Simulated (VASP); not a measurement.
# TiO2: single point with LDA

The system is TiO2.

```
CELL_PARAMETERS angstrom
4.73070 0.00000 -0.00647
0.00000 4.82084 0.00000
-0.85486 0.00000 4.87200
ATOMIC_POSITIONS crystal
Ti 0.27960 0.44609 0.71262
Ti 0.72040 0.94609 0.78738
Ti 0.72040 0.55391 0.28738
Ti 0.27960 0.05391 0.21262
O 0.44168 0.74125 0.97327
O 0.55832 0.24125 0.52673
O 0.55832 0.25875 0.02673
O 0.44168 0.75875 0.47327
O 0.06638 0.33082 0.34342
O 0.93362 0.83082 0.15658
O 0.93362 0.66918 0.65658
O 0.06638 0.16918 0.84342
```

```yaml
Program: VASP 6.6.1
Task: single point
Functional: LDA
Potentials_or_basis: VASP PAW LDA potentials, release 64 (Ti_sv, O)
Cutoff: 520 eV
k_mesh: 6 × 6 × 6
Occupations: gaussian, width 0.02 eV
Spin: no spin polarisation
```

```
Pressure               : 1.6 GPa
Largest force          : 0.082 eV/Å
Band gap on the k mesh : 2.18 eV (least direct gap 2.26 eV)
```

Forces in eV/Å, atoms in the order of the input:
```
Ti   0.055  0.060 -0.011
Ti  -0.055  0.060  0.011
Ti  -0.055 -0.060  0.011
Ti   0.055 -0.060 -0.011
O   -0.043  0.014  0.022
O    0.043  0.014 -0.022
O    0.043 -0.014 -0.022
O   -0.043 -0.014  0.022
O   -0.036  0.034 -0.002
O    0.036  0.034  0.002
O    0.036 -0.034  0.002
O   -0.036 -0.034 -0.002
```

Stress tensor (GPa, compression positive):
```
1.61 0.00 0.02
0.00 1.60 0.00
0.02 0.00 1.45
```

Levels at points of the mesh, in eV from the valence-band top:
| k point | band 46 | band 47 | band 48 | band 49 | band 50 | band 51 |
| --- | --- | --- | --- | --- | --- | --- |
| (0.00, 0.00, 0.00) | -0.66 | 0.00 | 0.00 | 2.43 | 2.47 | 2.97 |
| (0.50, 0.00, 0.00) | -0.82 | -0.48 | -0.10 | 2.18 | 2.89 | 2.95 |
| (0.00, 0.50, 0.00) | -1.03 | -0.43 | -0.43 | 2.85 | 2.85 | 3.23 |
| (0.50, 0.50, 0.00) | -1.08 | -0.83 | -0.83 | 2.75 | 2.75 | 2.95 |
| (0.00, 0.00, 0.50) | -1.20 | -0.44 | -0.44 | 2.65 | 2.65 | 2.84 |
| (0.50, 0.00, 0.50) | -1.24 | -0.62 | -0.62 | 2.31 | 2.31 | 3.31 |
| (0.00, 0.50, 0.50) | -1.17 | -0.85 | -0.85 | 2.66 | 2.66 | 2.79 |
| (0.50, 0.50, 0.50) | -1.29 | -0.96 | -0.96 | 2.53 | 2.53 | 2.94 |

Wall time 8.2 min on 1 thread of Intel(R) Xeon(R) Platinum 8259CL CPU @ 2.50GHz (Skylake/Cascade Lake), with other jobs on the host, peak memory 0.44 GiB.

A k mesh can miss the band edges.
